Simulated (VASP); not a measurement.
A run of VASP 6.6.1 is set up as follows.

File INCAR:

```
ALGO     = Fast           # electronic algorithm
EDIFF    = 1E-7           # SCF threshold, eV
ENCUT    = 520            # plane-wave cutoff, eV
GGA      = PS             # functional
GGA_COMPAT= F            
ISIF     = 2              # what is computed and relaxed
ISMEAR   = -1             # smearing method
LASPH    = T              # aspherical terms in the spheres
LCHARG   = T              # write CHGCAR
LMAXMIX  = 4              # l up to which the mixer works
LNONCOLLINEAR= T              # non-collinear magnetism
LORBIT   = 11             # projections on sites
LORBMOM  = T            
LREAL    = F              # projectors in reciprocal space
LSORBIT  = T              # spin-orbit coupling
LVHAR    = T            
LWAVE    = F              # write WAVECAR
MAGMOM   = 0 0 0          # initial moments
NBANDS   = 25             # bands
NELM     = 150            # most SCF steps
PREC     = Accurate       # precision mode
SIGMA    = 0.05           # smearing width, eV
```

File KPOINTS:

```
k-points
0
Gamma
  11 11 10
```

File POSCAR:

```
Mo
1.0
    2.8244807000     -0.0180516400     -0.0483609000
   -1.4278735300      2.3175461800      0.0145522700
   -0.0451728600     -0.0103847700      2.5373308300
Mo
1
Direct
    0.0000000000      0.0000000000      0.5000000000
```

Potentials or basis: VASP PAW PBE potentials, release 64 (Mo_sv).

The run is started by

```console
$ cat potpaw_PBE.64/Mo_sv/POTCAR > POTCAR
$ mpirun -np 1 vasp_ncl > vasp.out
```

Task: What does it give for the pressure?

Result: -3.4 GPa.

Task: Predict the net moment.

Result: 0.00 μB per cell.

Stress tensor (GPa, compression positive):
```
 0.94 -0.03 -2.87
-0.03 -1.65 -0.64
-2.87 -0.64 -9.54
```

Caveat: the cell stands under tension; the PAW data sets were made with another functional, which shifts forces and pressure a little.
